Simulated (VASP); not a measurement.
Wanted: the native input for a VASP 6.6.1 run.

| Item | Value |
| --- | --- |
| Task | single point |
| Functional | PBE |
| Potentials or basis | VASP PAW PBE potentials, release 64 (Hf_pv, Ti_sv, O) |
| Cutoff | 520 eV |
| k mesh | 4 × 4 × 4 |
| Occupations | gaussian, width 0.1 eV |
| Spin | collinear spin |
| Starting moments | [0.0, 0.0, 0.0, 1.0, 0.0, 0.0, 0.0, 0.0, 0.0, 0.0, 0.0, 0.0] μB |
| Dipole correction | no |
| Further INCAR settings | ALGO = Normal; EDIFF = 1e-06; NBANDS = 61 |

The structure of Hf3TiO8 lies in POSCAR:

```
Hf3TiO8
1.0
    3.4083910239     -3.4029738241      0.0000000000
    3.4083910239      3.4029738241      0.0000000000
    0.0000000000      0.0000000000      6.3515105247
Hf Ti O
3 1 8
Direct
    0.0000000000      0.0000000000      0.0000000000
    0.5000000000      0.5000000000      0.2544885579
    0.5000000000      0.5000000000      0.7455114421
    0.0000000000      0.0000000000      0.5000000000
    0.1906518882      0.1906518882      0.2618205740
    0.1906518882      0.1906518882      0.7381794260
    0.6944872846      0.3055127154      0.0000000000
    0.7044662633      0.2955337367      0.5000000000
    0.3055127154      0.6944872846      0.0000000000
    0.2955337367      0.7044662633      0.5000000000
    0.8093481118      0.8093481118      0.2618205740
    0.8093481118      0.8093481118      0.7381794260
```

These files were run (other wordings do the same):

INCAR

```
ALGO = Normal ; EDIFF = 1E-6
ENCUT = 520 ; GGA = PE
ISIF = 2 ; ISMEAR = 0
ISPIN = 2 ; LASPH = T
LCHARG = F ; LMAXMIX = 4
LORBIT = 11 ; LREAL = F
LWAVE = F ; MAGMOM = 0 0 0 1 0 0 0 0 0 0 0 0
NBANDS = 61 ; NELM = 150
PREC = Accurate ; SIGMA = 0.1
```

KPOINTS

```
k-points
0
Gamma
  4 4 4
```

Potentials or basis: VASP PAW PBE potentials, release 64 (Hf_pv, Ti_sv, O).

The run is started by

```bash
$ cat potpaw_PBE.64/Hf_pv/POTCAR potpaw_PBE.64/Ti_sv/POTCAR potpaw_PBE.64/O/POTCAR > POTCAR
$ mpirun -np 1 vasp_std > vasp.out
```

It gave:

| Item | Value |
| --- | --- |
| Pressure | -1.9 GPa |
| Largest force | 0.255 eV/Å |
| Band gap on the k mesh | 2.48 eV (least direct gap 2.49 eV) |
| Net moment | 0.00 μB per cell |
| Valence electrons inside the program's atomic spheres | Hf 8.39, 8.43 (each value once); Ti 10.10; O 5.07, 5.11, 5.08 (each value once) |

Caveat: spin-orbit coupling is left out, which moves the levels of the heavy elements.

It took 4.3 min on 1 thread of Intel(R) Xeon(R) Platinum 8488C (Sapphire Rapids), on a shared host, peak memory 0.46 GiB.
